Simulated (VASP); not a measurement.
# PdC18 in VASP: a series of runs

Runs on PdC18. Level: PBE. Tasks: single point.

All numbers are computed with VASP 6.6.1; they aren't measurements. Logs are shortened: lines on timing, memory, paths and dates and some standing lists are left out, and cuts for length are marked.

## 1. The cell of the first run

The cell holds a slab with vacuum, 19 atoms: a = 7.398 Å, b = 7.398 Å, c = 13.000 Å, α = 90.00°, β = 90.00°, γ = 120.00°.

## 2. Single point, PBE

INCAR

```
  ALGO = Normal
  EDIFF = 1E-6
  ENCUT = 520
  GGA = PE
  ISIF = 2
  ISMEAR = 0
  LASPH = T
  LCHARG = F
  LREAL = Auto
  LWAVE = F
  NBANDS = 56
  NELM = 80
  PREC = Accurate
  SIGMA = 0.02
```

KPOINTS

```
k-points
0
Gamma
  2 2 1
```

POSCAR

```
PdC18
1.0
    7.3980000000      0.0000000000      0.0000000000
   -3.6990000000      6.4068560000      0.0000000000
    0.0000000000      0.0000000000     13.0000000000
C Pd
18 1
Direct
    0.0027289178      0.0041861406      0.0769772308
    0.2237733333      0.1154315003      0.0769086923
    0.0020755165      0.3365013979      0.0730197692
    0.2236745432      0.4485529252      0.0749413846
    0.0025855799      0.6694650231      0.0755206923
    0.2238647566      0.7819730926      0.0743725385
    0.3353816125      0.0033782560      0.0761283846
    0.5571579493      0.1154191697      0.0752434615
    0.3339061740      0.3355503854      0.0790909231
    0.5564680605      0.4469153045      0.0847891538
    0.3349856727      0.6700419051      0.0739033846
    0.5558991254      0.7834032792      0.0762716923
    0.6686660320      0.0035964598      0.0743646923
    0.8905801632      0.1152225054      0.0747953077
    0.6695306261      0.3359452749      0.0770837692
    0.8907927983      0.4484285272      0.0730495385
    0.6686258634      0.6716494018      0.0837783077
    0.8926603949      0.7833283595      0.0808153846
    0.6699001234      0.6131946777      0.2420230000
```

Potentials or basis: VASP PAW PBE potentials, release 64 (C, Pd).

The run is started by

```
cat potpaw_PBE.64/C/POTCAR potpaw_PBE.64/Pd/POTCAR > POTCAR
mpirun -np 1 vasp_std > vasp.out
```

OUTCAR:

```text
EDIFF = 1E-6
   ENCUT = 520
   GGA = PE
   ISIF = 2
   ISMEAR = 0
   LASPH = T
   LREAL = Auto
   NELM = 80
   PREC = Accurate

 ion  position               nearest neighbor table
   1  0.003  0.004  0.077-  18 1.42   2 1.42  14 1.43
   2  0.224  0.115  0.077-   9 1.41   1 1.42   7 1.43
   3  0.002  0.337  0.073-  14 1.42   4 1.42  16 1.43
   4  0.224  0.449  0.075-  11 1.42   3 1.42   9 1.43
   5  0.003  0.669  0.076-  16 1.42   6 1.42  18 1.44
   6  0.224  0.782  0.074-   5 1.42   7 1.42  11 1.43
   7  0.335  0.003  0.076-   6 1.42   8 1.42   2 1.43
   8  0.557  0.115  0.075-  15 1.41   7 1.42  13 1.43
   9  0.334  0.336  0.079-   2 1.41  10 1.43   4 1.43
  10  0.556  0.447  0.085-   9 1.43  15 1.44  17 1.44  19 2.32
  11  0.335  0.670  0.074-  12 1.42   4 1.42   6 1.43
  12  0.556  0.783  0.076-  13 1.41  11 1.42  17 1.44
  13  0.669  0.004  0.074-  12 1.41  14 1.42   8 1.43
  14  0.891  0.115  0.075-   3 1.42  13 1.42   1 1.43
  15  0.670  0.336  0.077-   8 1.41  16 1.42  10 1.44
  16  0.891  0.448  0.073-   5 1.42  15 1.42   3 1.43
  17  0.669  0.672  0.084-  18 1.44  10 1.44  12 1.44  19 2.10
  18  0.893  0.783  0.081-   1 1.42   5 1.44  17 1.44  19 2.57
  19  0.670  0.613  0.242-  17 2.10  10 2.32  18 2.57

  LATTYP: Found a hexagonal cell.
 ALAT       =     7.3980000000
 C/A-ratio  =     1.7572316842

  Lattice vectors:

 A1 = (   7.3980000000,   0.0000000000,   0.0000000000)
 A2 = (  -3.6990000000,   6.4068560000,   0.0000000000)
 A3 = (   0.0000000000,   0.0000000000,  13.0000000000)

Analysis of symmetry for initial positions (statically):
=====================================================================
 Subroutine PRICEL returns:
 Original cell was already a primitive cell.

 Routine SETGRP: Setting up the symmetry group for a
 hexagonal supercell.

 Subroutine GETGRP returns: Found  1 space group operations
 (whereof  1 operations were pure point group operations)
 out of a pool of 24 trial point group operations.

The static configuration has the point symmetry C_1 .

Analysis of symmetry for dynamics (positions and initial velocities):
=====================================================================
 Subroutine PRICEL returns:
 Original cell was already a primitive cell.

 Routine SETGRP: Setting up the symmetry group for a
 hexagonal supercell.

 Subroutine GETGRP returns: Found  1 space group operations
 (whereof  1 operations were pure point group operations)
 out of a pool of 24 trial point group operations.

The dynamic configuration has the point symmetry C_1 .

 Subroutine INISYM returns: Found  1 space group operations
 (whereof  1 operations are pure point group operations),
 and found     1 'primitive' translations

----------------------------------------------------------------------------------------

                                     Primitive cell

  volume of cell :     616.1730

  direct lattice vectors                    reciprocal lattice vectors
     7.398000000  0.000000000  0.000000000     0.135171668  0.078041398  0.000000000
    -3.699000000  6.406856000  0.000000000     0.000000000  0.156082796  0.000000000
     0.000000000  0.000000000 13.000000000     0.000000000  0.000000000  0.076923077

  length of vectors
     7.398000000  7.398000054 13.000000000     0.156082797  0.156082796  0.076923077

  position of ions in fractional coordinates (direct lattice)
     0.002728918  0.004186141  0.076977231
     0.223773333  0.115431500  0.076908692
     0.002075516  0.336501398  0.073019769
     0.223674543  0.448552925  0.074941385
     0.002585580  0.669465023  0.075520692
     0.223864757  0.781973093  0.074372539
[... 11 lines left out ...]
     0.892660395  0.783328359  0.080815385
     0.669900123  0.613194678  0.242023000

  ion indices of the primitive-cell ions
   primitive index   ion index
                 1           1
                 2           2
                 3           3
                 4           4
                 5           5
                 6           6
[... 11 lines left out ...]
                18          18
                19          19

----------------------------------------------------------------------------------------

 KPOINTS: k-points

Automatic generation of k-mesh.
 Grid dimensions read from file:
 generate k-points for:    2    2    1

 Generating k-lattice:

  Cartesian coordinates                     Fractional coordinates (reciprocal lattice)
     0.067585834  0.039020699  0.000000000     0.500000000 -0.000000000  0.000000000
     0.000000000  0.078041398  0.000000000     0.000000000  0.500000000  0.000000000
     0.000000000  0.000000000  0.076923077     0.000000000  0.000000000  1.000000000

  Length of vectors
     0.078041399  0.078041398  0.076923077

  Shift w.r.t. Gamma in fractional coordinates (k-lattice)
     0.000000000  0.000000000  0.000000000

 Subroutine IBZKPT returns following result:
 ===========================================

 Found      4 irreducible k-points:

 Following reciprocal coordinates:
            Coordinates               Weight
  0.000000  0.000000  0.000000      1.000000
  0.500000  0.000000  0.000000      1.000000
  0.000000  0.500000  0.000000      1.000000
  0.500000  0.500000  0.000000      1.000000
   k-points           NKPTS =      4   k-points in BZ     NKDIM =      4   number of bands    NBANDS=     56
   number of dos      NEDOS =    301   number of ions     NIONS =     19
   total plane-waves  NPLWV = 307328
   dimension x,y,z NGX =    56 NGY =   56 NGZ =   98
   dimension x,y,z NGXF=   112 NGYF=  112 NGZF=  196
   ions per type =              18   1
   NGX,Y,Z   is equivalent  to a cutoff of  12.58, 12.58, 12.53 a.u.
   NGXF,Y,Z  is equivalent  to a cutoff of  25.17, 25.17, 25.06 a.u.
 SYSTEM =  unknown system
   PREC   = accura    normal or accurate (medium, high low for compatibility)
   ISTART =      0    job   : 0-new  1-cont  2-samecut
   ICHARG =      2    charge: 1-file 2-atom 10-const
   ISPIN  =      1    spin polarized calculation?
   LNONCOLLINEAR =      F non collinear calculations
   LSORBIT =      F    spin-orbit coupling
   LASPH  =      T    aspherical Exc in radial PAW
   ENCUT  =  520.0 eV  38.22 Ry    6.18 a.u.  13.76 13.76 24.17*2*pi/ulx,y,z
   NELM   =     80;   NELMIN=  2; NELMDL= -5     # of ELM steps
   EDIFF  = 0.1E-05   stopping-criterion for ELM
   LREAL  =      T    real-space projection
   EDIFFG = 0.1E-04   stopping-criterion for IOM
   NSW    =      0    number of steps for IOM
   IBRION =     -1    ionic relax: 0-MD 1-quasi-New 2-CG
   NFREE  =      0    steps in history (QN), initial steepest desc. (CG)
   ISIF   =      2    stress and relaxation
   ISYM   =      2    0-nonsym 1-usesym 2-fastsym
   POTIM  = 0.5000    time-step for ionic-motion
   TEBEG  =    0.0;   TEEND  =   0.0 temperature during run
   PSTRESS=    0.0 pullay stress
   NELECT =      82.0000    total number of electrons
   NUPDOWN=      -1.0000    fix difference up-down
   EMIN   =  10.00;   EMAX   =-10.00  energy-range for DOS
   EFERMI =   0.00;   METHOD = LEGACY
   ISMEAR =     0;   SIGMA  =   0.02  broadening in eV -4-tet -1-fermi 0-gaus
   EFERMI_NEDOS =   21; number of points for ismear=-14 and -15
   IALGO  =     38    algorithm
   IMIX   =      4    mixing-type and parameters
     AMIX     =   0.40;   BMIX     =  1.00
     AMIX_MAG =   1.60;   BMIX_MAG =  1.00
  volume/ion in A,a.u.               =      32.43       218.85
  Fermi-wavevector in a.u.,A,eV,Ry     =   0.835818  1.579468  9.504925  0.698592
  Thomas-Fermi vector in A             =   1.949440
   LORBIT       =      0    0 simple, 1 ext, 2 COOP (PROOUT), +10 PAW based schemes
   GGA     = PE    functional components
   LHFCALC =     F    Hartree Fock is set to
   AEXX    =    0.0000 exact exchange contribution
   IVDW    =     0    specifies the selected vdW correction
   LEPSILON=     F    determine dielectric tensor
   LRPA    =     F    only Hartree local field effects (RPA)
 non-spin polarized calculation
 Gauss-broadening in eV      SIGMA  =   0.02
  energy-cutoff  :      520.00
  volume of cell :      616.17
 maximum number of plane-waves:     16651
 NGX is ok and might be reduce to    56
   NGX = 27   NGY = 27   NGZ = 49

 number of electron      82.0000001 magnetization

 Free energy of the ion-electron system (eV)
  ---------------------------------------------------
  ext. energy  EPLUGINS =         0.00000000
  ---------------------------------------------------
  free energy    TOTEN  =      -168.25552215 eV

  energy without entropy =     -168.25552189  energy(sigma->0) =     -168.25552202

 E-fermi :  -1.1537     XC(G=0):  -3.8268

 val. band max:       -1.2168577569   @ k =   0.0000   0.0000   0.0000
 cond. band min:      -1.0905659773   @ k =   0.0000   0.0000   0.0000
 fundamental gap:      0.1262917795
 Fermi energy:        -1.1537118170

 k-point     1 :       0.0000    0.0000    0.0000
  band No.  band energies     occupation
      1     -20.8748      2.00000
      2     -18.4775      2.00000
      3     -18.3076      2.00000
      4     -18.2612      2.00000
      5     -18.2338      2.00000
      6     -18.2176      2.00000
[... 45 lines left out ...]
     52       3.6516      0.00000
     53       3.7074      0.00000

 k-point     2 :       0.5000    0.0000    0.0000
  band No.  band energies     occupation
      1     -20.2779      2.00000
      2     -20.1633      2.00000
      3     -18.9574      2.00000
      4     -18.8850      2.00000
      5     -16.5297      2.00000
      6     -16.4407      2.00000
[... 45 lines left out ...]
     52       3.5814      0.00000
     53       3.9016      0.00000

 k-point     3 :       0.0000    0.5000    0.0000
  band No.  band energies     occupation
      1     -20.2725      2.00000
      2     -20.1702      2.00000
      3     -18.9564      2.00000
      4     -18.8835      2.00000
      5     -16.5138      2.00000
      6     -16.4545      2.00000
[... 45 lines left out ...]
     52       3.5872      0.00000
     53       3.9042      0.00000

 k-point     4 :       0.5000    0.5000    0.0000
  band No.  band energies     occupation
      1     -20.2794      2.00000
      2     -20.1600      2.00000
      3     -18.9442      2.00000
      4     -18.9028      2.00000
      5     -16.5204      2.00000
      6     -16.4461      2.00000
[... 45 lines left out ...]
     52       3.5771      0.00000
     53       3.8974      0.00000
 [bands above 53 left out]

------------------------ aborting loop because EDIFF is reached ----------------------------------------

  FORCE on cell =-STRESS in cart. coord.  units (eV):
  Direction    XX          YY          ZZ          XY          YZ          ZX
  --------------------------------------------------------------------------------------
  -------------------------------------------------------------------------------------
  Total        6.6722913      2.0488695     -0.0758659     -2.5136310     -0.1474257     -0.0851021
  in kB       17.3493393      5.3274849     -0.1972670     -6.5359611     -0.3833373     -0.2212831
  external PRESSURE =       7.4931857 kB  Pullay stress =       0.0000000 kB

 VOLUME and BASIS-vectors are now :
 -----------------------------------------------------------------------------
  energy-cutoff  :      520.00
  volume of cell :      616.17
      direct lattice vectors                 reciprocal lattice vectors
     7.398000000  0.000000000  0.000000000     0.135171668  0.078041398  0.000000000
    -3.699000000  6.406856000  0.000000000     0.000000000  0.156082796  0.000000000
     0.000000000  0.000000000 13.000000000     0.000000000  0.000000000  0.076923077

 POSITION                                       TOTAL-FORCE (eV/Angst)
 -----------------------------------------------------------------------------------
      0.00470      0.02682      1.00070        -0.004249     -0.001196     -0.008353
      1.22849      0.73955      0.99981         0.005242      0.008463     -0.002124
     -1.22936      2.15592      0.94926         0.002523     -0.000046      0.002472
     -0.00445      2.87381      0.97424         0.006547      0.003108     -0.001404
     -2.45722      4.28917      0.98177        -0.003028      0.000451     -0.006559
     -1.23637      5.00999      0.96684         0.013706      0.010750     -0.003368
[... 11 lines left out ...]
      3.70637      5.01867      1.05060         0.007950      0.006023     -0.007434
      2.68771      3.92865      3.14630        -0.034809     -0.069818      0.018663
 -----------------------------------------------------------------------------------
    total drift:                               -0.010942      0.000165      0.016708

  FREE ENERGIE OF THE ION-ELECTRON SYSTEM (eV)
  ---------------------------------------------------
  free  energy   TOTEN  =      -168.2555221525 eV

  energy  without entropy=     -168.2555218882  energy(sigma->0) =     -168.25552202
```

Run time: 4.7 min. Hardware: 1 thread of AMD EPYC 7R43 (Zen 3), shared host; peak memory 0.59 GiB.

What came out:

```
Free energy            : -168.2555 eV
Largest force          : 0.080 eV/Å
Band gap on the k mesh : 0.13 eV, direct
```

Forces on the atoms (eV/Å):
```
C   -0.004 -0.001 -0.008
C    0.005  0.008 -0.002
C    0.003  0.000  0.002
C    0.007  0.003 -0.001
C   -0.003  0.000 -0.007
C    0.014  0.011 -0.003
C    0.003 -0.003 -0.002
C    0.004  0.001 -0.004
C   -0.006  0.002  0.002
C    0.009 -0.002  0.024
C   -0.002  0.003 -0.004
C   -0.001  0.011 -0.001
C   -0.004 -0.002 -0.001
C    0.009  0.003  0.000
C   -0.002  0.006  0.002
C   -0.001  0.011  0.000
C   -0.005  0.011 -0.008
C    0.008  0.006 -0.007
Pd  -0.035 -0.070  0.019
```

Levels at points of the mesh, in eV from the valence-band top:
```csv
k point,band 39,band 40,band 41,band 42,band 43,band 44
"(0.00, 0.00, 0.00)",-1.48,-0.09,0.00,0.13,0.23,0.88
"(0.50, 0.00, 0.00)",-1.46,-1.28,-1.07,0.92,1.59,2.34
"(0.00, 0.50, 0.00)",-1.37,-1.25,-1.13,0.89,1.61,2.32
"(0.50, 0.50, 0.00)",-1.49,-1.24,-1.09,0.94,1.67,2.38
```

Caveat: the k points lie up to 0.49 Å⁻¹ apart.

## 3. Single point, PBE

INCAR

```
SYSTEM = PdC18
ALGO = Normal ; EDIFF = 1E-6
ENCUT = 520 ; GGA = PE
ISIF = 2 ; ISMEAR = 0
LASPH = .True. ; LCHARG = .False.
LREAL = Auto ; LWAVE = .False.
NBANDS = 56 ; NELM = 60
PREC = Accurate ; SIGMA = 0.02
```

KPOINTS

```
k-points
0
Gamma
  2 2 1
  0 0 0
```

POSCAR

```
PdC18
1.0
    7.3980000000      0.0000000000      0.0000000000
   -3.6990000000      6.4068560000      0.0000000000
    0.0000000000      0.0000000000     13.0000000000
C Pd
18 1
Direct
    0.0009507878      0.0050889235      0.0791477692
    0.2207851115      0.1148627345      0.0763716923
   -0.0001192650      0.3367990478      0.0729247692
    0.2209815385      0.4481163616      0.0745946923
    0.0005677624      0.6693080038      0.0772346154
    0.2207942567      0.7815441771      0.0751600000
    0.3329986380      0.0034433426      0.0757631538
    0.5542079970      0.1147668997      0.0738683077
    0.3323648632      0.3362382423      0.0760410000
    0.5526923991      0.4459046684      0.0795400000
    0.3328240461      0.6701322770      0.0743754615
    0.5528184063      0.7826422195      0.0764536154
    0.6663529649      0.0038657026      0.0736541538
    0.8876103380      0.1150968587      0.0747076154
    0.6667771454      0.3362474512      0.0748193846
    0.8877225188      0.4478505526      0.0729933077
    0.6644155636      0.6697419140      0.0841469231
    0.8893021994      0.7821591433      0.0854861538
    0.7379518091      0.6846905877      0.2419484615
```

Potentials or basis: VASP PAW PBE potentials, release 64 (C, Pd).

The run is started by

```
cat potpaw_PBE.64/C/POTCAR potpaw_PBE.64/Pd/POTCAR > POTCAR
mpirun -np 1 vasp_std > vasp.out
```

It took 4.8 min on 1 thread of AMD EPYC 7R43 (Zen 3), shared host; peak memory 0.58 GiB.

The run converged. Its results:

- Free energy: -168.2662 eV
- Largest force: 0.112 eV/Å
- Band gap on the k mesh: 0.10 eV, direct

Forces in eV/Å, atoms in the order of the input:
```
C   -0.009  0.009 -0.003
C    0.017 -0.027 -0.005
C   -0.007  0.014  0.003
C    0.001 -0.018 -0.002
C    0.003  0.018  0.001
C   -0.006 -0.023  0.000
C   -0.009  0.011 -0.004
C   -0.013 -0.026 -0.007
C   -0.001  0.020 -0.007
C   -0.001 -0.027 -0.011
C   -0.013  0.011 -0.004
C    0.003 -0.029 -0.002
C    0.003  0.021  0.001
C   -0.007 -0.024 -0.005
C   -0.002  0.012 -0.011
C    0.003 -0.028 -0.004
C   -0.028  0.015 -0.016
C    0.018 -0.012  0.015
Pd   0.048  0.081  0.061
```

Levels at points of the mesh, in eV from the valence-band top:
```tsv
k point	band 38	band 39	band 40	band 41	band 42	band 43	band 44	band 45
(0.00, 0.00, 0.00)	-1.48	-1.47	-0.12	0.00	0.10	0.25	0.90	3.40
(0.50, 0.00, 0.00)	-1.55	-1.34	-1.24	-1.16	0.88	1.61	2.31	2.40
(0.00, 0.50, 0.00)	-1.53	-1.48	-1.29	-1.07	0.94	1.58	2.34	2.40
(0.50, 0.50, 0.00)	-1.54	-1.49	-1.27	-1.08	0.95	1.66	2.38	2.40
```

Caveat: the k points lie up to 0.49 Å⁻¹ apart.

## 4. Single point, PBE

INCAR

```
ALGO = Normal
EDIFF = 1E-6
ENCUT = 520
GGA = PE
ISIF = 2
ISMEAR = 0
LASPH = True
LCHARG = False
LREAL = Auto
LWAVE = False
NBANDS = 56
NELM = 100
PREC = Accurate
SIGMA = 0.02
```

KPOINTS

```
k-points
0
Gamma
  2 2 1
```

POSCAR

```
PdC18
1.0
    7.3980000000      0.0000000000      0.0000000000
   -3.6990000000      6.4068560000      0.0000000000
    0.0000000000      0.0000000000     13.0000000000
C Pd
18 1
Direct
    0.0011064280      0.0053712773      0.0771294615
    0.2212404031      0.1133932150      0.0749472308
    0.0004158890      0.3372037705      0.0727301538
    0.2214608170      0.4470240942      0.0744310000
    0.0014591264      0.6699977337      0.0789816154
    0.2212840347      0.7801082153      0.0762015385
    0.3335286537      0.0036745012      0.0755934615
    0.5546763732      0.1135895672      0.0737063077
    0.3333451633      0.3368249575      0.0741753077
    0.5532894837      0.4443594487      0.0763751538
    0.3329305829      0.6702607332      0.0759184615
    0.5531884236      0.7809429461      0.0795110000
    0.6673051100      0.0046556376      0.0746990769
    0.8881990620      0.1140412708      0.0728609231
    0.6669070106      0.3366172113      0.0735056154
    0.8880714532      0.4466679132      0.0745025385
    0.6649522994      0.6687869994      0.0842507692
    0.8897915162      0.7813034974      0.0854950000
    0.7382179669      0.7268338792      0.2422931538
```

The run is started by

```
cat potpaw_PBE.64/C/POTCAR potpaw_PBE.64/Pd/POTCAR > POTCAR
mpirun -np 1 vasp_std > vasp.out
```

It took 4.4 min on 1 thread of AMD EPYC 7R43 (Zen 3), shared host; peak memory 0.58 GiB.

Results (log left out):

```yaml
Free_energy: -168.2666 eV
Largest_force: 0.100 eV/Å
Band_gap_on_the_k_mesh: 0.10 eV, direct
```

Forces on the atoms (eV/Å):
```
C    0.002 -0.007  0.001
C   -0.005  0.006 -0.002
C    0.002 -0.002  0.005
C   -0.005  0.003  0.000
C   -0.006 -0.004  0.000
C   -0.008  0.007 -0.002
C    0.000 -0.008 -0.001
C   -0.014  0.003  0.000
C   -0.002 -0.002  0.001
C   -0.004  0.002  0.000
C   -0.004 -0.002 -0.007
C   -0.013  0.005 -0.012
C   -0.005 -0.005 -0.010
C   -0.014  0.000 -0.005
C   -0.001  0.001 -0.003
C   -0.005  0.005  0.001
C   -0.014 -0.014 -0.006
C   -0.001  0.012  0.022
Pd   0.098  0.002  0.020
```

Levels at points of the mesh, in eV from the valence-band top:
```tsv
k point	band 38	band 39	band 40	band 41	band 42	band 43	band 44	band 45
(0.00, 0.00, 0.00)	-1.47	-1.46	-0.13	0.00	0.10	0.25	0.90	3.40
(0.50, 0.00, 0.00)	-1.54	-1.33	-1.24	-1.16	0.88	1.60	2.32	2.40
(0.00, 0.50, 0.00)	-1.53	-1.48	-1.26	-1.07	0.95	1.66	2.38	2.40
(0.50, 0.50, 0.00)	-1.52	-1.47	-1.28	-1.06	0.94	1.58	2.34	2.40
```

Caveat: the k points lie up to 0.49 Å⁻¹ apart.
